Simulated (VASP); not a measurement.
Wanted: the native input for a VASP 6.6.1 run.

- Task: single point
- Functional: PBEsol
- Potentials or basis: VASP PAW PBE potentials, release 64 (Hf_pv, N)
- Cutoff: 520 eV
- k mesh: 1 × 1 × 12
- Occupations: gaussian, width 0.05 eV
- Spin: no spin polarisation
- Dipole correction: no
- Further INCAR settings: LREAL = Auto; ALGO = Normal; EDIFF = 1e-06; NBANDS = 74

The structure of HfN lies in POSCAR:

```
HfN
1.0
   13.5000000000      0.0000000000      0.0000000000
    0.0000000000     13.8000000000      0.0000000000
    0.0000000000      0.0000000000      4.3174690906
Hf N
8 8
Direct
    0.5047750234      0.5047006165      0.0000000000
    0.4992404020      0.3450685929      0.5000000000
    0.4951871666      0.6591110471      0.5000000000
    0.3415326063      0.4991414721      0.5000000000
    0.6626983701      0.4954578211      0.5000000000
    0.3454683802      0.3487274984      0.0000000000
    0.3356506529      0.6505554467      0.0000000000
    0.6540520063      0.3393888829      0.0000000000
    0.3241639860      0.4997691823      0.0000000000
    0.6744682246      0.4864674109      0.0000000000
    0.3334542278      0.3369301599      0.5000000000
    0.3380907782      0.6637829466      0.5000000000
    0.6675718064      0.3417735944      0.5000000000
    0.5042740707      0.5041967512      0.5000000000
    0.4998945172      0.3280159278      0.0000000000
    0.4860154211      0.6706994709      0.0000000000
```

One way to write it, as run:

INCAR

```
PREC = Accurate
ENCUT = 520
EDIFF = 1E-6
ISMEAR = 0
SIGMA = 0.05
LREAL = Auto
LASPH = True
NELM = 100
ALGO = Normal
ISIF = 2
LWAVE = False
LCHARG = False
GGA = PS
NBANDS = 74
```

KPOINTS

```
regular mesh
0
Gamma
  1 1 12
```

Potentials or basis: VASP PAW PBE potentials, release 64 (Hf_pv, N).

Command:

```console
$ cat potpaw_PBE.64/Hf_pv/POTCAR potpaw_PBE.64/N/POTCAR > POTCAR
$ mpirun -np 1 vasp_std > vasp.out
```

Results of the run:

```yaml
Largest_force: 0.117 eV/Å
Band_gap_on_the_k_mesh: zero (bands 60 and 61 overlap by 1.50 eV)
```

Caveat: the PAW data sets were made with another functional, which shifts forces and pressure a little; spin-orbit coupling is left out, which moves the levels of the heavy elements.

Run time: 11 min on 1 thread of AMD EPYC 9R45 (Zen 5) (shared host), peak memory 0.78 GiB.
